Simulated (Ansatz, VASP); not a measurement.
## TePtSe3: VASP beside Ansatz

```xyz
5
Lattice="3.8151 0.0000 0.0000 0.0000 3.8151 0.0000 0.0000 0.0000 9.6101" Properties=species:S:1:pos:R:3 pbc="T T T"
Te    0.0000    0.0000    4.8050
Pt    0.0000    0.0000    0.0000
Se    1.9076    1.9076    4.8050
Se    1.9076    1.9076    8.4617
Se    1.9076    1.9076    1.1484
```

Alike in both runs: functional PBE; k mesh 10 × 10 × 4; occupations gaussian, width 0.1 eV; no spin polarisation.

Ansatz relaxed the structure, and its values are those at the end. VASP's run is a single point on that final structure, the one shown.

```csv
,VASP,Ansatz
version,VASP 6.6.1,Ansatz 0.2.0
potentials or method,"VASP PAW PBE potentials, release 64 (Te, Pt, Se), cutoff 520 eV","scalar-relativistic, plane waves, PAW"
valence electrons in the cell,34,82
```

Ansatz gave:

- gap on the k mesh at the Fermi level (eV): none
- pressure (GPa): 0.0
- rms of the force components (eV/Å): 0.002

**Question.** Estimate VASP's values.

**Answer.** gap on the k mesh at the Fermi level (eV): none; pressure (GPa): 0.0; rms of the force components (eV/Å): 0.008.

A gap of «none» marks a metal or a gap that the smearing closes. The functional is the same, so the differences come from potentials, cutoffs and numerics. VASP's potentials hold 34 valence electrons a cell and Ansatz's 82, so a difference there can come from the potentials and not from the codes.

Neither program's run includes spin-orbit coupling.
